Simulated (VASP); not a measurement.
# AlN (P1) in VASP: further runs, part 2 of 2

VASP 6.6.1. Earlier steps stand in the parts before.

### Step 4. Single point, PBEsol (the part above a cut slid along it)

File INCAR:

```
ALGO     = Normal         # electronic algorithm
EDIFF    = 1E-7           # SCF threshold, eV
ENCUT    = 520            # plane-wave cutoff, eV
GGA      = PS             # functional
ISIF     = 2              # what is computed and relaxed
ISMEAR   = 0              # smearing method
LASPH    = T              # aspherical terms in the spheres
LCHARG   = F              # write CHGCAR
LREAL    = F              # projectors in reciprocal space
LWAVE    = F              # write WAVECAR
NBANDS   = 36             # bands
NELM     = 60             # most SCF steps
PREC     = Accurate       # precision mode
SIGMA    = 0.05           # smearing width, eV
```

File KPOINTS:

```
k-points
0
Gamma
  9 9 2
```

File POSCAR:

```
AlN
1.0
    2.0226209166     -2.0226209166      0.0000000000
    2.0226209166      0.0000000000     -2.0226209166
    8.2927457581      7.8882215747      8.0904836664
Al N
6 6
Direct
    0.6375000000      0.6666666667      0.2916666667
   -0.0125000000      0.0000000000      0.1250000000
    0.2875000000      0.3333333333      0.4583333333
    0.5875000000      0.6666666667      0.7916666667
    0.9375000000      1.0000000000      0.6250000000
    0.2375000000      0.3333333333      0.9583333333
    0.9625000000      0.0000000000      0.3750000000
    0.3125000000      0.3333333333      0.2083333333
    0.6125000000      0.6666666667      0.5416666667
    0.9125000000      1.0000000000      0.8750000000
    0.2625000000      0.3333333333      0.7083333333
    0.6625000000      0.6666666667      0.0416666667
```

Potentials or basis: VASP PAW PBE potentials, release 64 (Al, N).

Command:

```sh
cat potpaw_PBE.64/Al/POTCAR potpaw_PBE.64/N/POTCAR > POTCAR
mpirun -np 1 vasp_std > vasp.out
```

OUTCAR:

```text
EDIFF = 1E-7
   ENCUT = 520
   GGA = PS
   ISIF = 2
   ISMEAR = 0
   LASPH = T
   LREAL = F
   NELM = 60
   PREC = Accurate

 ion  position               nearest neighbor table
   1  0.638  0.667  0.292-   7 2.02   7 2.02   7 2.02   8 2.02   8 2.02   8 2.02   3 2.86   3 2.86
                             3 2.86   2 2.86   2 2.86   2 2.86
   2  0.987  0.000  0.125-  12 2.02   8 2.02   8 2.02  12 2.02   8 2.02  12 2.02   6 2.73   1 2.86
                             1 2.86   1 2.86   6 2.87   6 3.01
   3  0.288  0.333  0.458-   7 2.02   7 2.02   7 2.02   9 2.02   9 2.02   9 2.02   1 2.86   1 2.86
[... 1177 lines left out ...]
 -----------------------------------------------------------------------------
  energy-cutoff  :      520.00
  volume of cell :       99.29
      direct lattice vectors                 reciprocal lattice vectors
     2.022620917 -2.022620917  0.000000000     0.160682606 -0.333725413  0.160682606
     2.022620917  0.000000000 -2.022620917     0.164802673  0.164802673 -0.329605346
     8.292745758  7.888221575  8.090483666     0.041200668  0.041200668  0.041200668

 POSITION                                       TOTAL-FORCE (eV/Angst)
 -----------------------------------------------------------------------------------
      5.05655      1.01131      1.01131        -0.010004     -0.008804     -0.009107
      3.03393     -1.01131      1.01131        -0.098349      0.098770      0.060400
      5.05655      3.03393      3.03393        -0.009030     -0.008855     -0.008935
      9.10179      5.05655      5.05655        -0.003039     -0.029907     -0.013082
      7.07917      3.03393      5.05655        -0.008243     -0.009626     -0.009283
      9.10179      7.07917      7.07917         0.212026     -1.615614     -0.040203
      5.05655      1.01131      3.03393         0.006527      0.010918      0.009363
      3.03393      1.01131      1.01131        -0.027791      0.036695      0.011676
      7.07917      3.03393      3.03393         0.010721      0.007383      0.008693
      9.10179      5.05655      7.07917         0.187192     -0.170051     -0.081498
      7.07917      5.05655      5.05655         0.028745     -0.010663      0.005503
      3.03393     -1.01131     -1.01131        -0.288754      1.699753      0.066473
 -----------------------------------------------------------------------------------
    total drift:                               -0.000036     -0.000016      0.000035

  FREE ENERGIE OF THE ION-ELECTRON SYSTEM (eV)
  ---------------------------------------------------
  free  energy   TOTEN  =       -92.4725249905 eV

  energy  without entropy=      -92.4725249905  energy(sigma->0) =      -92.47252499
```

OSZICAR:

```text
N       E                     dE             d eps       ncg     rms          rms(c)
DAV:   1     0.167947807354E+03    0.16795E+03   -0.22975E+04  5904   0.123E+03
DAV:   2    -0.899034007283E+02   -0.25785E+03   -0.24407E+03  7680   0.253E+02
DAV:   3    -0.102175222454E+03   -0.12272E+02   -0.12214E+02  7756   0.576E+01
DAV:   4    -0.102272091536E+03   -0.96869E-01   -0.96743E-01  7424   0.573E+00
DAV:   5    -0.102273348802E+03   -0.12573E-02   -0.12567E-02  7424   0.641E-01    0.180E+01
DAV:   6    -0.926815020804E+02    0.95918E+01   -0.31801E+01  7240   0.251E+01    0.658E+00
DAV:   7    -0.925605029971E+02    0.12100E+00   -0.15419E+00  7328   0.563E+00    0.454E+00
DAV:   8    -0.924817069747E+02    0.78796E-01   -0.11886E-01  6964   0.197E+00    0.596E-01
DAV:   9    -0.924725488924E+02    0.91581E-02   -0.26179E-02  7544   0.716E-01    0.309E-01
DAV:  10    -0.924727344937E+02   -0.18560E-03   -0.29012E-03  7096   0.262E-01    0.197E-01
DAV:  11    -0.924725217280E+02    0.21277E-03   -0.68377E-04  7196   0.144E-01    0.358E-02
DAV:  12    -0.924725289213E+02   -0.71933E-05   -0.70821E-05  7048   0.459E-02    0.260E-02
DAV:  13    -0.924725258934E+02    0.30280E-05   -0.61141E-06  7428   0.139E-02    0.116E-02
DAV:  14    -0.924725251470E+02    0.74632E-06   -0.10679E-06  7156   0.580E-03    0.258E-03
DAV:  15    -0.924725250237E+02    0.12332E-06   -0.24237E-07  5596   0.327E-03    0.113E-03
DAV:  16    -0.924725249905E+02    0.33175E-07   -0.63094E-08  3856   0.152E-03
   1 F= -.92472525E+02 E0= -.92472525E+02  d E =-.289447E-14
```

Run time: 14 min. Hardware: 1 thread of Intel Xeon 8259CL, shared host; peak memory 0.37 GiB.

What came out:

| Quantity | Value |
| --- | --- |
| Free energy | -92.4725 eV |
| Pressure | 1.1 GPa |
| Largest force | 1.725 eV/Å |
| Band gap on the k mesh | 4.46 eV |

Forces in eV/Å, atoms in the order of the input:
```
Al  -0.010 -0.009 -0.009
Al  -0.098  0.099  0.060
Al  -0.009 -0.009 -0.009
Al  -0.003 -0.030 -0.013
Al  -0.008 -0.010 -0.009
Al   0.212 -1.616 -0.040
N    0.007  0.011  0.009
N   -0.028  0.037  0.012
N    0.011  0.007  0.009
N    0.187 -0.170 -0.081
N    0.029 -0.011  0.006
N   -0.289  1.700  0.066
```

Caveat: the cell differs from its parent crystal (the part above a cut slid along it); the stress differs along the axes, from -1 to 4 GPa; the PAW data sets were made with another functional, which shifts forces and pressure a little.

### Step 5. Single point, PBEsol (the part above a cut slid along it)

File INCAR:

```
PREC = Accurate ; ENCUT = 520
EDIFF = 1E-6 ; ISMEAR = 0
SIGMA = 0.05 ; LREAL = False
LASPH = True ; NELM = 80
ALGO = Normal ; ISIF = 2
LWAVE = False ; LCHARG = False
GGA = PS ; NBANDS = 36
```

File KPOINTS:

```
regular mesh
0
Gamma
  9 9 2
```

File POSCAR:

```
AlN
1.0
    2.0226209166     -2.0226209166      0.0000000000
    2.0226209166      0.0000000000     -2.0226209166
    8.6972699414      7.4836973914      8.0904836664
Al N
6 6
Direct
    0.5791666667      0.6666666667      0.2916666667
   -0.0375000000      0.0000000000      0.1250000000
    0.1958333333      0.3333333333      0.4583333333
    0.4291666667      0.6666666667      0.7916666667
    0.8125000000      1.0000000000      0.6250000000
    0.0458333333      0.3333333333      0.9583333333
    0.8875000000      0.0000000000      0.3750000000
    0.2708333333      0.3333333333      0.2083333333
    0.5041666667      0.6666666667      0.5416666667
    0.7375000000      1.0000000000      0.8750000000
    0.1208333333      0.3333333333      0.7083333333
    0.6541666667      0.6666666667      0.0416666667
```

Command:

```sh
cat potpaw_PBE.64/Al/POTCAR potpaw_PBE.64/N/POTCAR > POTCAR
mpirun -np 1 vasp_std > vasp.out
```

Wall time 8.1 min (1 thread of Intel Xeon 8259CL, shared host); peak memory 0.37 GiB.

It converged, with:

* Free energy: -90.4770 eV
* Pressure: 10.0 GPa
* Largest force: 11.330 eV/Å
* Band gap on the k mesh: 3.95 eV (least direct gap 4.70 eV)

Forces in eV/Å, atoms in the order of the input:
```
Al   -0.067  -0.063  -0.063
Al   -0.098   0.234   0.417
Al   -0.062  -0.061  -0.062
Al   -0.093  -0.139  -0.093
Al   -0.059  -0.062  -0.064
Al   -4.184 -10.446  -0.398
N     0.057   0.065   0.062
N    -0.008   0.099   0.054
N     0.066   0.060   0.059
N     0.420  -0.319  -0.659
N     0.099   0.028   0.033
N     3.930  10.603   0.715
```

Stress tensor (GPa, compression positive):
```
 3.44  8.91 -2.40
 8.91 23.02  6.85
-2.40  6.85  3.51
```

Levels at points of the mesh, in eV from the valence-band top:
```
           k point  band 22  band 23  band 24  band 25  band 26  band 27
(0.00, 0.00, 0.00)    -0.33    -0.21     0.00     4.70     5.79     5.87
(0.00, 0.00, 0.50)    -0.35    -0.29    -0.05     4.80     5.83     5.87
```

Caveat: the cell differs from its parent crystal (the part above a cut slid along it); the stress differs along the axes, from 3 to 23 GPa; the PAW data sets were made with another functional, which shifts forces and pressure a little.

### Step 6. Overview

| cell | gap on the mesh (eV) | pressure (GPa) | largest force (eV/Å) |
| --- | --- | --- | --- |
| a = 2.860, b = 2.860, c = 14.025 Å, angles 88.8, 87.7, 60.0°, 12 atoms | 4.17 | 4.7 | 5.43 |
| a = 2.860, b = 2.860, c = 14.060 Å, angles 87.7, 85.3, 60.0°, 12 atoms | 3.89 | 15.1 | 17.51 |
| a = 2.860, b = 2.860, c = 14.016 Å, angles 89.4, 88.8, 60.0°, 12 atoms | 4.46 | 1.1 | 1.73 |
| a = 2.860, b = 2.860, c = 14.039 Å, angles 88.2, 86.5, 60.0°, 12 atoms | 3.95 | 10.0 | 11.33 |

Alike in all rows: task single point; level PBEsol; potentials or basis VASP PAW PBE potentials, release 64 (Al, N); no spin polarisation; k mesh 9 × 9 × 2; cutoff (eV) 520; smearing gaussian 0.05 eV.

Caveats: the PAW data sets were made with another functional, which shifts forces and pressure a little; the stress differs along the axes, from -0 to 13 GPa (at least some runs); the stress differs along the axes, from 6 to 28 GPa (at least some runs); the stress differs along the axes, from -1 to 4 GPa (at least some runs); the stress differs along the axes, from 3 to 23 GPa (at least some runs).

Total energies depend on the potentials used, so only differences within one code and one set of settings carry meaning.
